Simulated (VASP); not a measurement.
ZnNi2O5: single point with PBE

ZnNi2O5:

```
CELL_PARAMETERS angstrom
2.94352 0.00000 0.00000
-1.47176 2.54916 0.00000
0.00000 0.00000 13.03566
ATOMIC_POSITIONS crystal
Zn 0.00000 0.00000 0.70803
Ni 0.66667 0.33333 0.08322
Ni 0.66667 0.33333 0.47313
O 0.33333 0.66667 0.01505
O 0.00000 0.00000 0.15155
O 0.66667 0.33333 0.76025
O 0.33333 0.66667 0.40485
O 0.00000 0.00000 0.54592
```

| Property | Result |
| --- | --- |
| Program | VASP 6.6.1 |
| Task | single point |
| Functional | PBE |
| Potentials or basis | VASP PAW PBE potentials, release 64 (Zn, Ni, O) |
| Cutoff | 520 eV |
| k mesh | 12 × 12 × 4 |
| Occupations | gaussian, width 0.1 eV |
| Spin | collinear spin |
| Starting moments | [0.0, 0.0, 0.19, 0.0, 0.0, 0.0, 0.0, 0.0] μB |
| Dipole correction | no |
| Further INCAR settings | ALGO = Normal; EDIFF = 1e-06; NBANDS = 45 |

```yaml
Pressure: 0.8 GPa
Largest_force: 0.132 eV/Å
Net_moment: 0.28 μB per cell
Site_moments: Zn +0.00; Ni +0.00, +0.18; O +0.00, -0.00, +0.01, +0.03, +0.02 μB
Valence_electrons_inside_the_program's_atomic_spheres: Zn 11.08; Ni 9.29, 9.26; O 4.88, 5.02, 4.94 (each value once)
```

Forces in eV/Å, atoms in the order of the input:
```
Zn   0.000  0.000 -0.132
Ni   0.000  0.000  0.003
Ni   0.000  0.000  0.007
O    0.000  0.000 -0.046
O    0.000  0.000  0.044
O    0.000  0.000  0.127
O    0.000  0.000 -0.057
O    0.000  0.000  0.054
```

Stress tensor (GPa, compression positive):
```
1.12 0.00 0.00
0.00 1.12 0.00
0.00 0.00 0.25
```

Levels at points of the mesh, in eV from the Fermi level:
Spin up:
```
           k point  band 27  band 28  band 29  band 30  band 31  band 32  band 33  band 34  band 35  band 36
(0.00, 0.00, 0.00)    -1.21    -0.95    -0.58     0.32     0.32     0.92     0.92     1.57     1.57     3.25
(0.50, 0.00, 0.00)    -1.90    -1.82    -1.46    -1.26    -1.13     0.10     0.78     0.83     1.52     6.91
(0.00, 0.00, 0.50)    -1.29    -0.95    -0.57     0.32     0.32     0.92     0.92     1.57     1.57     3.26
(0.50, 0.00, 0.50)    -1.90    -1.82    -1.46    -1.26    -1.13     0.10     0.78     0.83     1.52     6.91
```
Spin down:
```tsv
k point	band 29	band 30	band 31	band 32	band 33	band 34
(0.00, 0.00, 0.00)	-0.57	0.35	0.35	1.14	1.14	1.57
(0.50, 0.00, 0.00)	-1.45	-1.23	-1.11	0.34	0.78	1.03
(0.00, 0.00, 0.50)	-0.57	0.35	0.35	1.14	1.14	1.57
(0.50, 0.00, 0.50)	-1.45	-1.23	-1.11	0.34	0.78	1.03
```

Run time: 41 min on 1 thread of Oxide Virtual Turin-like Processor, on a shared host, peak memory 0.54 GiB.

Caveat: semilocal functionals often make such compounds metallic where correlation or magnetic order opens a gap, which also shifts bond lengths. With open d or f shells a metallic result of PBE can be an artefact of self-interaction; +U or a hybrid may open a gap.
